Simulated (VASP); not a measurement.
# Si2B3 (P-3m1) in VASP: a series of runs, part 2 of 2

VASP 6.6.1. The steps go on from the part before.

**3. Relaxation of cell and atoms, r2SCAN**

This run uses another cell than the first one, of 9.62 Å³/atom, 1.037 times its volume.

POSCAR reads:

```
Si2B3
1.0
    3.2929570163      0.0000000000      0.0000000000
   -1.6464785082      2.8517844297      0.0000000000
    0.0000000000      0.0000000000      5.1233062208
Si B
2 3
Direct
    0.3333333333      0.6666666667      0.2450000000
    0.6666666667      0.3333333333      0.7550000000
    0.0000000000      0.0000000000      0.0000000000
    0.3333333333      0.6666666667      0.6450000000
    0.6666666667      0.3333333333      0.3550000000
```

INCAR.step1 reads:

```
SYSTEM = Si2B3
  PREC = Accurate
  ENCUT = 600
  ISMEAR = 0
  SIGMA = 0.1
  LREAL = .False.
  LASPH = .True.
  NELM = 60
  GGA = PE
  ALGO = Normal
  EDIFF = 1E-4
  LWAVE = .True.
  LCHARG = .False.
```

INCAR.step2 reads:

```
SYSTEM = Si2B3
  PREC = Accurate
  ENCUT = 600
  EDIFF = 1E-6
  ISMEAR = 0
  SIGMA = 0.1
  LREAL = .False.
  LASPH = .True.
  NELM = 60
  ALGO = Normal
  ISIF = 3
  LWAVE = .False.
  LCHARG = .False.
  METAGGA = R2SCAN
  LMIXTAU = .True.
  IBRION = 2
  NSW = 90
  EDIFFG = -0.04
  ISTART = 1
```

KPOINTS reads:

```
Automatic mesh
0
Gamma
  6 6 4
  0 0 0
```

Potentials or basis: VASP PAW PBE potentials, release 64 (Si, B).

The run is started by

```bash
> cat potpaw_PBE.64/Si/POTCAR potpaw_PBE.64/B/POTCAR > POTCAR
> cp INCAR.step1 INCAR
> mpirun -np 1 vasp_std > vasp.out
> cp INCAR.step2 INCAR
> mpirun -np 1 vasp_std > vasp.out
```

OUTCAR:

```text
SYSTEM = Si2B3
   PREC = Accurate
   ENCUT = 600
   EDIFF = 1E-6
   ISMEAR = 0
   LREAL = .False.
   LASPH = .True.
   NELM = 60
   ISIF = 3
   METAGGA = R2SCAN
   IBRION = 2
   NSW = 90
   EDIFFG = -0.04
   ISTART = 1

 ion  position               nearest neighbor table
   1  0.333  0.667  0.245-   5 1.98   5 1.98   5 1.98   4 2.05   3 2.28   3 2.28   3 2.28
   2  0.667  0.333  0.755-   4 1.98   4 1.98   4 1.98   5 2.05   3 2.28   3 2.28   3 2.28
   3  0.000  0.000  0.000-   1 2.28   2 2.28   2 2.28   1 2.28   2 2.28   1 2.28
   4  0.333  0.667  0.645-   2 1.98   2 1.98   2 1.98   1 2.05
   5  0.667  0.333  0.355-   1 1.98   1 1.98   1 1.98   2 2.05

  LATTYP: Found a hexagonal cell.
 ALAT       =     3.2929570163
 C/A-ratio  =     1.5558375635

  Lattice vectors:

 A1 = (   3.2929570163,   0.0000000000,   0.0000000000)
 A2 = (  -1.6464785082,   2.8517844297,   0.0000000000)
 A3 = (   0.0000000000,   0.0000000000,   5.1233062208)

Analysis of symmetry for initial positions (statically):
=====================================================================
 Subroutine PRICEL returns:
 Original cell was already a primitive cell.

 Routine SETGRP: Setting up the symmetry group for a
 hexagonal supercell.

 Subroutine GETGRP returns: Found 12 space group operations
 (whereof 12 operations were pure point group operations)
 out of a pool of 24 trial point group operations.

The static configuration has the point symmetry D_3d.

Analysis of symmetry for dynamics (positions and initial velocities):
=====================================================================
 Subroutine PRICEL returns:
 Original cell was already a primitive cell.

 Routine SETGRP: Setting up the symmetry group for a
 hexagonal supercell.

 Subroutine GETGRP returns: Found 12 space group operations
 (whereof 12 operations were pure point group operations)
 out of a pool of 24 trial point group operations.

The dynamic configuration has the point symmetry D_3d.

 Subroutine INISYM returns: Found 12 space group operations
 (whereof 12 operations are pure point group operations),
 and found     1 'primitive' translations

----------------------------------------------------------------------------------------

                                     Primitive cell

  volume of cell :      48.1120

  direct lattice vectors                    reciprocal lattice vectors
     3.292957016  0.000000000  0.000000000     0.303678425  0.175328820  0.000000000
    -1.646478508  2.851784430  0.000000000     0.000000000  0.350657641  0.000000000
     0.000000000  0.000000000  5.123306221     0.000000000  0.000000000  0.195186459

  length of vectors
     3.292957016  3.292957016  5.123306221     0.350657641  0.350657641  0.195186459

  position of ions in fractional coordinates (direct lattice)
     0.333333333  0.666666667  0.245000000
     0.666666667  0.333333333  0.755000000
     0.000000000  0.000000000  0.000000000
     0.333333333  0.666666667  0.645000000
     0.666666667  0.333333333  0.355000000

  ion indices of the primitive-cell ions
   primitive index   ion index
                 1           1
                 2           2
                 3           3
                 4           4
                 5           5

----------------------------------------------------------------------------------------

 KPOINTS: Automatic mesh

Automatic generation of k-mesh.
 Grid dimensions read from file:
 generate k-points for:    6    6    4

 Generating k-lattice:

[... 68 lines left out ...]
   POTIM  = 0.5000    time-step for ionic-motion
   TEBEG  =    0.0;   TEEND  =   0.0 temperature during run
   PSTRESS=    0.0 pullay stress
   NELECT =      17.0000    total number of electrons
   NUPDOWN=      -1.0000    fix difference up-down
   EMIN   =  10.00;   EMAX   =-10.00  energy-range for DOS
   EFERMI =   0.00;   METHOD = LEGACY
   ISMEAR =     0;   SIGMA  =   0.10  broadening in eV -4-tet -1-fermi 0-gaus
   EFERMI_NEDOS =   21; number of points for ismear=-14 and -15
   IALGO  =     38    algorithm
   IMIX   =      4    mixing-type and parameters
     AMIX     =   0.40;   BMIX     =  1.00
     AMIX_MAG =   1.60;   BMIX_MAG =  1.00
  volume/ion in A,a.u.               =       9.62        64.94
  Fermi-wavevector in a.u.,A,eV,Ry     =   1.157373  2.187118 18.225179  1.339513
  Thomas-Fermi vector in A             =   2.293985
   LORBIT       =      0    0 simple, 1 ext, 2 COOP (PROOUT), +10 PAW based schemes
   METAGGA = R2SCAN    functional components
   LHFCALC =     F    Hartree Fock is set to
   AEXX    =    0.0000 exact exchange contribution
   IVDW    =     0    specifies the selected vdW correction
   LEPSILON=     F    determine dielectric tensor
   LRPA    =     F    only Hartree local field effects (RPA)
 conjugate gradient relaxation of ions
 non-spin polarized calculation
 Gauss-broadening in eV      SIGMA  =   0.10
  energy-cutoff  :      600.00
  volume of cell :       48.11
 maximum number of plane-waves:      1641
 NGX is ok and might be reduce to    28
   NGX = 13   NGY = 13   NGZ = 21

--------------------------------------- Ionic step        1  -------------------------------------------

 number of electron      17.0000000 magnetization

 Free energy of the ion-electron system (eV)
  ---------------------------------------------------
  ext. energy  EPLUGINS =         0.00000000
  ---------------------------------------------------
  free energy    TOTEN  =       -33.76784498 eV

  energy without entropy =      -33.75811463  energy(sigma->0) =      -33.76297981

------------------------ aborting loop because EDIFF is reached ----------------------------------------

  FORCE on cell =-STRESS in cart. coord.  units (eV):
  Direction    XX          YY          ZZ          XY          YZ          ZX
  --------------------------------------------------------------------------------------
  -------------------------------------------------------------------------------------
  Total        2.5290252      2.5290252     10.0519457     -0.0000000      0.0000000      0.0000000
  in kB       84.2191150     84.2191150    334.7400277     -0.0000000      0.0000000      0.0000000
  external PRESSURE =     167.7260859 kB  Pullay stress =       0.0000000 kB
[... 98 lines left out ...]
  FREE ENERGIE OF THE ION-ELECTRON SYSTEM (eV)
  ---------------------------------------------------
  free  energy   TOTEN  =       -34.4550613372 eV

  energy  without entropy=      -34.4461395501  energy(sigma->0) =      -34.45060044

 E-fermi :  10.6582     XC(G=0): -13.0361

 val. band max:       10.5469575917   @ k =   0.1667   0.0000   0.2500
 cond. band min:      10.6608579264   @ k =   0.3333   0.1667   0.5000
 fundamental gap:      0.1139003347
 Fermi energy:        10.6581933661

 k-point     1 :       0.0000    0.0000    0.0000
  band No.  band energies     occupation
      1      -7.5482      2.00000
      2      -3.5226      2.00000
      3      -3.1648      2.00000
      4       4.5237      2.00000
      5       6.9320      2.00000
      6      12.5698      0.00000
      7      12.5698      0.00000
      8      12.9922      0.00000
      9      12.9922      0.00000
     10      17.7589      0.00000
     11      21.3428      0.00000
     12      21.3428      0.00000
[... 331 lines left out ...]
 k-point    24 :       0.3333    0.3333    0.5000
  band No.  band energies     occupation
      1       0.9690      2.00000
      2       1.2240      2.00000
      3       1.2240      2.00000
      4       2.7931      2.00000
      5       2.7931      2.00000
      6       3.2955      2.00000
      7       5.6172      2.00000
      8       8.7135      2.00000
      9       8.7135      2.00000
     10       9.5231      2.00000
     11       9.5231      2.00000
     12      13.3066      0.00000

[... ionic steps 4 to 17 ...]

--------------------------------------- Ionic step       18  -------------------------------------------

 number of electron      17.0000000 magnetization

------------------------ aborting loop because EDIFF is reached ----------------------------------------
[... 73 lines left out ...]
--------------------------------------- Ionic step       20  -------------------------------------------

 number of electron      17.0000000 magnetization

 Free energy of the ion-electron system (eV)
  ---------------------------------------------------
  ext. energy  EPLUGINS =         0.00000000
  ---------------------------------------------------
  free energy    TOTEN  =       -37.83491337 eV

  energy without entropy =      -37.82938740  energy(sigma->0) =      -37.83215039

 E-fermi :   9.3155     XC(G=0): -12.4462

 val. band max:        9.2533140890   @ k =   0.5000   0.0000   0.2500
 cond. band min:       9.3374310293   @ k =   0.0000   0.3333   0.2500
 fundamental gap:      0.0841169403
 Fermi energy:         9.3155180037

 k-point     1 :       0.0000    0.0000    0.0000
  band No.  band energies     occupation
      1      -7.1470      2.00000
      2      -3.3336      2.00000
      3      -2.4487      2.00000
      4       7.0471      2.00000
      5       8.6114      2.00000
      6       8.6114      2.00000
      7       9.7077      0.00000
      8       9.7077      0.00000
      9      11.5711      0.00000
     10      14.4587      0.00000
     11      14.4587      0.00000
     12      15.6037      0.00000
[... 375 lines left out ...]
  FREE ENERGIE OF THE ION-ELECTRON SYSTEM (eV)
  ---------------------------------------------------
  free  energy   TOTEN  =       -37.8349133733 eV

  energy  without entropy=      -37.8293873974  energy(sigma->0) =      -37.83215039

 reached required accuracy - stopping structural energy minimisation
```

Run time: 13 min. Hardware: 1 thread of Intel Xeon Platinum 8124M at 3.00GHz (Skylake/Cascade Lake), shared host; peak memory 0.2 GiB.

Results:

```yaml
Free_energy: -37.8349 eV
Relaxed_volume: 9.30 Å³/atom
Relaxed_cell: a = 3.062 Å, b = 3.062 Å, c = 5.728 Å, α = 90.00°, β = 90.00°, γ = 120.00°
Space_group_after_relaxing_to_0.05_Å: P-3m1 (No. 164)
Energy_gained_by_relaxing: 813.4 meV/atom
Ionic_steps: 20
Pressure_after_relaxing: -0.2 GPa
Largest_force_after_relaxing: 0.024 eV/Å
```

Forces on the atoms (eV/Å):
```
Si   0.000  0.000  0.024
Si   0.000  0.000 -0.024
B    0.000  0.000  0.000
B    0.000  0.000  0.002
B    0.000  0.000 -0.002
```

Stress tensor (GPa, compression positive):
```
-0.31  0.00  0.00
 0.00 -0.31  0.00
 0.00  0.00 -0.12
```

Step by step:
```tsv
step	energy change (eV)	largest force (eV/Å)	pressure (GPa)	volume (Å³)
1	0.0000	2.3805	16.77	48.11
2	-0.6553	1.7136	-10.83	55.39
3	-0.6872	1.7331	-7.14	54.01
4	-1.2386	2.6492	-9.38	52.69
5	-2.8448	3.2093	-13.06	49.05
6	0.3285	2.4874	67.52	40.94
7	-3.2540	1.7250	-6.35	47.17
8	-3.4222	1.1845	0.17	46.04
9	-3.4464	1.1764	3.82	45.54
10	-3.7731	0.7017	2.85	45.68
11	-3.7591	2.9423	8.42	45.95
12	-3.9871	0.5255	3.98	45.84
13	-3.9908	0.7908	4.33	45.85
14	-4.0320	0.6149	1.67	46.34
15	-4.0584	0.1619	-2.06	47.10
16	-4.0584	0.1429	-2.21	47.13
17	-4.0642	0.1077	-1.44	46.89
18	-4.0664	0.0547	-0.38	46.57
19	-4.0664	0.0640	-0.50	46.61
20	-4.0671	0.0239	-0.25	46.50
```

Final structure:
```xyz
5
Lattice="3.0616 0.0000 0.0000 -1.5308 2.6514 0.0000 0.0000 0.0000 5.7285" Properties=species:S:1:pos:R:3 pbc="T T T"
Si    0.0000    1.7676    1.0875
Si    1.5308    0.8838    4.6410
B     0.0000    0.0000    0.0000
B     0.0000    1.7676    3.0404
B     1.5308    0.8838    2.6881
```

Caveat: the k points lie up to 0.39 Å⁻¹ apart in the final cell; the PAW data sets were made with another functional, which shifts forces and pressure a little.
